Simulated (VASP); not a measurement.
# SiC2 (P6/mmm) in VASP: further runs

SiC2 is run at these levels: PBE; tasks: single point, relaxation of cell and atoms.

Everything below comes from runs of VASP 6.6.1. Logs are shortened: lines on timing, memory, paths and dates and some standing lists are left out, and cuts for length are marked.

### 1 The cell of the first run

Symmetry: P6/mmm, No. 191, hexagonal system. Conventional cell: a = 3.229 Å, b = 3.229 Å, c = 13.882 Å, α = 90.00°, β = 90.00°, γ = 120.00°. Si (site symmetry -6m2) has 3 Si at 1.86 Å within 2.5 Å. Within 2.5 Å of C (site symmetry 3m) lie 3 C at 1.86 Å.

### 2 Single point, PBE

INCAR

```
ALGO = Normal
EDIFF = 1E-7
ENCUT = 520
GGA = PE
ISIF = 2
ISMEAR = 0
LASPH = T
LCHARG = F
LREAL = F
LWAVE = F
NBANDS = 21
NELM = 100
PREC = Accurate
SIGMA = 0.1
```

KPOINTS

```
k-points
0
Gamma
  12 12 4
```

POSCAR

```
SiC2
1.0
    3.2287365807      0.0000000000      0.0000000000
   -1.6143682904      2.7961679010      0.0000000000
    0.0000000000      0.0000000000     13.8818658285
Si C
2 4
Direct
    0.3333333333      0.6666666667      0.0000000000
    0.6666666667      0.3333333333      0.0000000000
    0.3333333333      0.6666666667      0.6631255715
    0.3333333333      0.6666666667      0.3368744285
    0.6666666667      0.3333333333      0.6631255715
    0.6666666667      0.3333333333      0.3368744285
```

Potentials or basis: VASP PAW PBE potentials, release 64 (Si, C).

Launch:

```bash
cat potpaw_PBE.64/Si/POTCAR potpaw_PBE.64/C/POTCAR > POTCAR
mpirun -np 1 vasp_std > vasp.out
```

OUTCAR:

```text
EDIFF = 1E-7
   ENCUT = 520
   GGA = PE
   ISIF = 2
   ISMEAR = 0
   LASPH = T
   LREAL = F
   NELM = 100
   PREC = Accurate

 ion  position               nearest neighbor table
   1  0.333  0.667  0.000-   2 1.86   2 1.86   2 1.86
   2  0.667  0.333  0.000-   1 1.86   1 1.86   1 1.86
   3  0.333  0.667  0.663-   5 1.86   5 1.86   5 1.86
   4  0.333  0.667  0.337-   6 1.86   6 1.86   6 1.86
   5  0.667  0.333  0.663-   3 1.86   3 1.86   3 1.86
   6  0.667  0.333  0.337-   4 1.86   4 1.86   4 1.86

  LATTYP: Found a hexagonal cell.
 ALAT       =     3.2287365807
 C/A-ratio  =     4.2994730234

  Lattice vectors:

 A1 = (   3.2287365807,   0.0000000000,   0.0000000000)
 A2 = (  -1.6143682904,   2.7961679010,   0.0000000000)
 A3 = (   0.0000000000,   0.0000000000,  13.8818658285)

Analysis of symmetry for initial positions (statically):
=====================================================================
 Subroutine PRICEL returns:
 Original cell was already a primitive cell.

 Routine SETGRP: Setting up the symmetry group for a
 hexagonal supercell.

 Subroutine GETGRP returns: Found 24 space group operations
 (whereof 24 operations were pure point group operations)
 out of a pool of 24 trial point group operations.

The static configuration has the point symmetry D_6h.

Analysis of symmetry for dynamics (positions and initial velocities):
=====================================================================
 Subroutine PRICEL returns:
 Original cell was already a primitive cell.

 Routine SETGRP: Setting up the symmetry group for a
 hexagonal supercell.

 Subroutine GETGRP returns: Found 24 space group operations
 (whereof 24 operations were pure point group operations)
 out of a pool of 24 trial point group operations.

The dynamic configuration has the point symmetry D_6h.

 Subroutine INISYM returns: Found 24 space group operations
 (whereof 24 operations are pure point group operations),
 and found     1 'primitive' translations

----------------------------------------------------------------------------------------

                                     Primitive cell

  volume of cell :     125.3267

  direct lattice vectors                    reciprocal lattice vectors
     3.228736581  0.000000000  0.000000000     0.309718670  0.178816158  0.000000000
    -1.614368290  2.796167901  0.000000000     0.000000000  0.357632315  0.000000000
     0.000000000  0.000000000 13.881865829     0.000000000  0.000000000  0.072036426

  length of vectors
     3.228736581  3.228736581 13.881865829     0.357632315  0.357632315  0.072036426

  position of ions in fractional coordinates (direct lattice)
     0.333333333  0.666666667  0.000000000
     0.666666667  0.333333333  0.000000000
     0.333333333  0.666666667  0.663125571
     0.333333333  0.666666667  0.336874429
     0.666666667  0.333333333  0.663125571
     0.666666667  0.333333333  0.336874429

  ion indices of the primitive-cell ions
   primitive index   ion index
                 1           1
                 2           2
                 3           3
                 4           4
                 5           5
                 6           6

----------------------------------------------------------------------------------------

 KPOINTS: k-points

Automatic generation of k-mesh.
 Grid dimensions read from file:
 generate k-points for:   12   12    4

 Generating k-lattice:

  Cartesian coordinates                     Fractional coordinates (reciprocal lattice)
     0.025809889  0.014901346  0.000000000     0.083333333  0.000000000  0.000000000
     0.000000000  0.029802693  0.000000000     0.000000000  0.083333333  0.000000000
     0.000000000  0.000000000  0.018009106     0.000000000  0.000000000  0.250000000

  Length of vectors
     0.029802693  0.029802693  0.018009106

  Shift w.r.t. Gamma in fractional coordinates (k-lattice)
     0.000000000  0.000000000  0.000000000

 Subroutine IBZKPT returns following result:
 ===========================================

 Found     57 irreducible k-points:

 Following reciprocal coordinates:
            Coordinates               Weight
  0.000000  0.000000  0.000000      1.000000
  0.083333  0.000000  0.000000      6.000000
  0.166667  0.000000  0.000000      6.000000
  0.250000  0.000000  0.000000      6.000000
  0.333333 -0.000000  0.000000      6.000000
  0.416667  0.000000  0.000000      6.000000
[... 16 lines left out ...]
  0.250000  0.000000  0.250000     12.000000
  0.333333 -0.000000  0.250000     12.000000
 [... further k-points ...]
   k-points           NKPTS =     57   k-points in BZ     NKDIM =     57   number of bands    NBANDS=     21
   number of dos      NEDOS =    301   number of ions     NIONS =      6
   total plane-waves  NPLWV =  62208
   dimension x,y,z NGX =    24 NGY =   24 NGZ =  108
   dimension x,y,z NGXF=    48 NGYF=   48 NGZF=  216
   ions per type =               2   4
   NGX,Y,Z   is equivalent  to a cutoff of  12.36, 12.36, 12.93 a.u.
   NGXF,Y,Z  is equivalent  to a cutoff of  24.71, 24.71, 25.87 a.u.
 SYSTEM =  unknown system
   PREC   = accura    normal or accurate (medium, high low for compatibility)
   ISTART =      0    job   : 0-new  1-cont  2-samecut
   ICHARG =      2    charge: 1-file 2-atom 10-const
   ISPIN  =      1    spin polarized calculation?
   LNONCOLLINEAR =      F non collinear calculations
   LSORBIT =      F    spin-orbit coupling
   LASPH  =      T    aspherical Exc in radial PAW
   ENCUT  =  520.0 eV  38.22 Ry    6.18 a.u.   6.00  6.00 25.81*2*pi/ulx,y,z
   NELM   =    100;   NELMIN=  2; NELMDL= -5     # of ELM steps
   EDIFF  = 0.1E-06   stopping-criterion for ELM
   LREAL  =      F    real-space projection
   EDIFFG = 0.1E-05   stopping-criterion for IOM
   NSW    =      0    number of steps for IOM
   IBRION =     -1    ionic relax: 0-MD 1-quasi-New 2-CG
   NFREE  =      0    steps in history (QN), initial steepest desc. (CG)
   ISIF   =      2    stress and relaxation
   ISYM   =      2    0-nonsym 1-usesym 2-fastsym
   POTIM  = 0.5000    time-step for ionic-motion
   TEBEG  =    0.0;   TEEND  =   0.0 temperature during run
   PSTRESS=    0.0 pullay stress
   NELECT =      24.0000    total number of electrons
   NUPDOWN=      -1.0000    fix difference up-down
   EMIN   =  10.00;   EMAX   =-10.00  energy-range for DOS
   EFERMI =   0.00;   METHOD = LEGACY
   ISMEAR =     0;   SIGMA  =   0.10  broadening in eV -4-tet -1-fermi 0-gaus
   EFERMI_NEDOS =   21; number of points for ismear=-14 and -15
   IALGO  =     38    algorithm
   IMIX   =      4    mixing-type and parameters
     AMIX     =   0.40;   BMIX     =  1.00
     AMIX_MAG =   1.60;   BMIX_MAG =  1.00
  volume/ion in A,a.u.               =      20.89       140.96
  Fermi-wavevector in a.u.,A,eV,Ry     =   0.943620  1.783184 12.114893  0.890420
  Thomas-Fermi vector in A             =   2.071346
   LORBIT       =      0    0 simple, 1 ext, 2 COOP (PROOUT), +10 PAW based schemes
   GGA     = PE    functional components
   LHFCALC =     F    Hartree Fock is set to
   AEXX    =    0.0000 exact exchange contribution
   IVDW    =     0    specifies the selected vdW correction
   LEPSILON=     F    determine dielectric tensor
   LRPA    =     F    only Hartree local field effects (RPA)
 non-spin polarized calculation
 Gauss-broadening in eV      SIGMA  =   0.10
  energy-cutoff  :      520.00
  volume of cell :      125.33
 maximum number of plane-waves:      3420
   NGX = 13   NGY = 13   NGZ = 51

 number of electron      24.0000000 magnetization

 Free energy of the ion-electron system (eV)
  ---------------------------------------------------
  ext. energy  EPLUGINS =         0.00000000
  ---------------------------------------------------
  free energy    TOTEN  =       -29.14212861 eV

  energy without entropy =      -29.13547259  energy(sigma->0) =      -29.13880060

 E-fermi :   0.7238     XC(G=0):  -7.4536

 val. band max:        0.7193263053   @ k =   0.0000   0.0000   0.2500
 cond. band min:       0.7825832219   @ k =   0.3333   0.3333   0.0000
 fundamental gap:      0.0632569166
 Fermi energy:         0.7238257057

 k-point     1 :       0.0000    0.0000    0.0000
  band No.  band energies     occupation
      1     -13.2628      2.00000
      2     -13.2453      2.00000
      3     -12.4540      2.00000
      4      -3.4795      2.00000
      5      -2.8765      2.00000
      6      -2.5689      2.00000
[... 13 lines left out ...]
     20       5.0033      0.00000
     21       5.0034      0.00000

 k-point     2 :       0.0833    0.0000    0.0000
  band No.  band energies     occupation
      1     -13.1681      2.00000
      2     -13.1508      2.00000
      3     -12.3312      2.00000
      4      -3.3635      2.00000
      5      -2.7794      2.00000
      6      -2.7236      2.00000
[... 13 lines left out ...]
     20       5.0646      0.00000
     21       5.3451      0.00000

 k-point     3 :       0.1667    0.0000    0.0000
  band No.  band energies     occupation
      1     -12.8864      2.00000
      2     -12.8696      2.00000
      3     -11.9645      2.00000
      4      -4.1418      2.00000
      5      -4.1349      2.00000
      6      -3.0170      2.00000
[... 13 lines left out ...]
     20       5.3254      0.00000
     21       6.0359      0.00000
[... 457 lines left out ...]
 k-point    23 :       0.2500    0.0000    0.2500
  band No.  band energies     occupation
      1     -12.4265      2.00000
      2     -12.4106      2.00000
      3     -11.3599      2.00000
      4      -5.5912      2.00000
      5      -5.5828      2.00000
      6      -3.1285      2.00000
[... 13 lines left out ...]
     20       6.0963      0.00000
     21       6.1381      0.00000

 k-point    24 :       0.3333   -0.0000    0.2500
  band No.  band energies     occupation
      1     -11.8120      2.00000
      2     -11.7971      2.00000
      3     -10.5311      2.00000
      4      -6.9498      2.00000
      5      -6.9398      2.00000
      6      -4.8581      2.00000
[... 13 lines left out ...]
     20       7.1728      0.00000
     21       7.1954      0.00000

 [... further k-points ...]
[... 5 lines left out ...]
  --------------------------------------------------------------------------------------
  -------------------------------------------------------------------------------------
  Total       -0.0235590     -0.0235590      0.0161009      0.0000000     -0.0000000      0.0000000
  in kB       -0.3011786     -0.3011786      0.2058334      0.0000000     -0.0000000      0.0000000
  external PRESSURE =      -0.1321746 kB  Pullay stress =       0.0000000 kB

 VOLUME and BASIS-vectors are now :
 -----------------------------------------------------------------------------
  energy-cutoff  :      520.00
  volume of cell :      125.33
      direct lattice vectors                 reciprocal lattice vectors
     3.228736581  0.000000000  0.000000000     0.309718670  0.178816158  0.000000000
    -1.614368290  2.796167901  0.000000000     0.000000000  0.357632315  0.000000000
     0.000000000  0.000000000 13.881865829     0.000000000  0.000000000  0.072036426

 POSITION                                       TOTAL-FORCE (eV/Angst)
 -----------------------------------------------------------------------------------
     -0.00000      1.86411      0.00000        -0.000000      0.000000     -0.000000
      1.61437      0.93206      0.00000         0.000000     -0.000000     -0.000000
     -0.00000      1.86411      9.20542        -0.000000      0.000000      0.000149
     -0.00000      1.86411      4.67645        -0.000000      0.000000     -0.000149
      1.61437      0.93206      9.20542        -0.000000     -0.000000      0.000149
      1.61437      0.93206      4.67645        -0.000000      0.000000     -0.000149
 -----------------------------------------------------------------------------------
    total drift:                               -0.000000      0.000000     -0.000000

  FREE ENERGIE OF THE ION-ELECTRON SYSTEM (eV)
  ---------------------------------------------------
  free  energy   TOTEN  =       -29.1421286146 eV

  energy  without entropy=      -29.1354725870  energy(sigma->0) =      -29.13880060
```

Run time: 50 s. Hardware: 1 thread of Intel Xeon 6975P-C (Granite Rapids), shared host; peak memory 0.29 GiB.

What came out:

| Item | Value |
| --- | --- |
| Free energy | -29.1421 eV |
| Pressure | 0.0 GPa |
| Band gap on the k mesh | zero (band 12 reaches 0.81 eV, above the bottom of band 13 at 0.72 eV) |

### 3 Relaxation of cell and atoms, PBE

INCAR

```
PREC = Accurate ; ENCUT = 600
EDIFF = 1E-6 ; ISMEAR = 0
SIGMA = 0.1 ; LREAL = False
LASPH = True ; NELM = 100
ALGO = Normal ; ISIF = 3
LWAVE = False ; LCHARG = False
GGA = PE ; IBRION = 2
NSW = 100 ; EDIFFG = -0.01
```

KPOINTS

```
regular mesh
0
Gamma
  12 12 4
```

POSCAR is that of step 2.

Potentials or basis: VASP PAW PBE potentials, release 64 (Si, C).

Launch:

```bash
cat potpaw_PBE.64/Si/POTCAR potpaw_PBE.64/C/POTCAR > POTCAR
mpirun -np 1 vasp_std > vasp.out
```

Wall time 63 s (1 thread of Intel Xeon 6975P-C (Granite Rapids), shared host); peak memory 0.33 GiB.

The run converged. Its results:

```
Free energy             : -29.1421 eV
Pressure after relaxing : 0.0 GPa
Band gap on the k mesh  : zero (band 12 reaches 0.81 eV, above the bottom of band 13 at 0.72 eV)
```

Final structure:
```yaml
crystal:
  lattice:
    - [3.22874, 0.00000, 0.00000]
    - [-1.61437, 2.79617, 0.00000]
    - [0.00000, 0.00000, 13.88187]
  atoms:
    - { symbol: Si, position: [0.33333, 0.66667, 0.00000] }
    - { symbol: Si, position: [0.66667, 0.33333, 0.00000] }
    - { symbol: C, position: [0.33333, 0.66667, 0.66313] }
    - { symbol: C, position: [0.33333, 0.66667, 0.33687] }
    - { symbol: C, position: [0.66667, 0.33333, 0.66313] }
    - { symbol: C, position: [0.66667, 0.33333, 0.33687] }
```

Levels at points of the mesh, in eV from the Fermi level:
| k point | band 9 | band 10 | band 11 | band 12 | band 13 | band 14 | band 15 | band 16 |
| --- | --- | --- | --- | --- | --- | --- | --- | --- |
| (0.00, 0.00, 0.00) | -2.59 | -2.59 | -0.65 | -0.64 | 0.00 | 0.00 | 3.40 | 4.15 |
| (0.50, 0.00, 0.00) | -2.19 | -1.17 | -1.09 | -0.65 | 0.94 | 1.00 | 1.28 | 1.35 |
| (0.00, 0.00, 0.50) | -2.59 | -2.59 | -0.65 | -0.64 | 0.00 | 0.00 | 3.49 | 4.15 |
| (0.50, 0.00, 0.50) | -2.19 | -1.22 | -1.02 | -0.67 | 0.87 | 1.15 | 1.20 | 1.35 |

Caveat: the relaxation stopped at its first step, so nothing moved.

### 4 Single point, PBE

This run uses another cell than the first one, of 19.01 Å³/atom, 0.910 times its volume.

INCAR

```
SYSTEM = SiC2
PREC = Accurate ; ENCUT = 520
EDIFF = 1E-6 ; ISMEAR = 0
SIGMA = 0.1 ; LREAL = .False.
LASPH = .True. ; NELM = 80
ALGO = Normal ; ISIF = 2
LWAVE = .False. ; LCHARG = .False.
GGA = PE ; NBANDS = 21
```

KPOINTS

```
Automatic mesh
0
Gamma
  6 6 2
  0 0 0
```

POSCAR

```
SiC2
1.0
    3.2440466586     -0.0000000034      0.0000000000
   -1.6220233264      2.8094268191      0.0000000000
    0.0000000000      0.0000000000     12.5169487329
Si C
2 4
Direct
    0.3333333333      0.6666666667      0.0000000000
    0.6666666667      0.3333333333      0.0000000000
    0.3333333333      0.6666666667      0.6589556936
    0.3333333333      0.6666666667      0.3410443064
    0.6666666667      0.3333333333      0.6589556936
    0.6666666667      0.3333333333      0.3410443064
```

Launch:

```bash
cat potpaw_PBE.64/Si/POTCAR potpaw_PBE.64/C/POTCAR > POTCAR
mpirun -np 1 vasp_std > vasp.out
```

Wall time 18 s (1 thread of AMD EPYC 9R45 (Zen 5), shared host); peak memory 0.19 GiB.

Results (log left out):

| Item | Value |
| --- | --- |
| Free energy | -29.1445 eV |
| Pressure | 0.0 GPa |
| Band gap on the k mesh | zero (band 12 reaches 1.67 eV, above the bottom of band 13 at 1.05 eV) |

Stress tensor (GPa, compression positive):
```
-0.12  0.00  0.00
 0.00 -0.12  0.00
 0.00  0.00  0.14
```

Levels at points of the mesh, in eV from the Fermi level:
```tsv
k point	band 10	band 11	band 12	band 13	band 14	band 15
(0.00, 0.00, 0.00)	-2.46	-0.70	-0.67	-0.37	-0.37	3.45
(0.50, 0.00, 0.00)	-1.21	-1.19	-0.60	0.66	0.97	1.35
(0.00, 0.00, 0.50)	-2.46	-0.70	-0.67	-0.37	-0.37	3.62
(0.50, 0.00, 0.50)	-1.38	-0.84	-0.79	0.59	1.18	1.29
```

Caveat: the k points lie up to 0.37 Å⁻¹ apart.

(Part 1 of 2 ends here.)
